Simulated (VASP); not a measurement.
Here is a VASP 6.6.1 calculation.

The input POSCAR:

```
W
1.0
    3.2634531025      0.0000000000      0.0000000000
    0.0000000000      3.2634531025      0.0000000000
    0.0000000000      0.0000000000      3.1113698512
W
2
Direct
    0.0000000000      0.0000000000      0.0000000000
    0.5000000000      0.5000000000      0.5000000000
```

The input INCAR.step1:

```
SYSTEM = W
PREC = Accurate ; ENCUT = 520
ISMEAR = 0 ; SIGMA = 0.1
LREAL = .FALSE. ; LASPH = .TRUE.
NELM = 80 ; NBANDS = 21
GGA = PE ; ALGO = Normal
EDIFF = 1E-4 ; LWAVE = .TRUE.
LCHARG = .FALSE.
```

INCAR.step2

```
SYSTEM = W
PREC = Accurate ; ENCUT = 520
EDIFF = 1E-6 ; ISMEAR = 0
SIGMA = 0.1 ; LREAL = .FALSE.
LASPH = .TRUE. ; NELM = 80
ALGO = Normal ; ISIF = 2
LWAVE = .FALSE. ; LCHARG = .FALSE.
METAGGA = R2SCAN ; LMIXTAU = .TRUE.
NBANDS = 21 ; ISTART = 1
```

The input KPOINTS:

```
regular mesh
0
G
  16 16 16
  0 0 0
```

Potentials or basis: VASP PAW PBE potentials, release 64 (W_sv).

Run with:

```bash
$ cat potpaw_PBE.64/W_sv/POTCAR > POTCAR
$ cp INCAR.step1 INCAR
$ mpirun -np 1 vasp_std > vasp.out
$ cp INCAR.step2 INCAR
$ mpirun -np 1 vasp_std > vasp.out
```

Question: Predict the pressure.

Answer: -10.6 GPa.

Question: What does it give for the band gap on the k mesh?

Answer: Zero (bands 14 and 15 overlap by 1.36 eV).

Stress tensor (GPa, compression positive):
```
-15.73   0.00   0.00
  0.00 -15.73   0.00
  0.00   0.00  -0.28
```

Caveat: the cell differs from its parent crystal (biaxial strain in the a-b plane: +3.0 %); the stress differs along the axes, from -16 to -0 GPa; the PAW data sets were made with another functional, which shifts forces and pressure a little; spin-orbit coupling is left out, which moves the levels of the heavy elements.
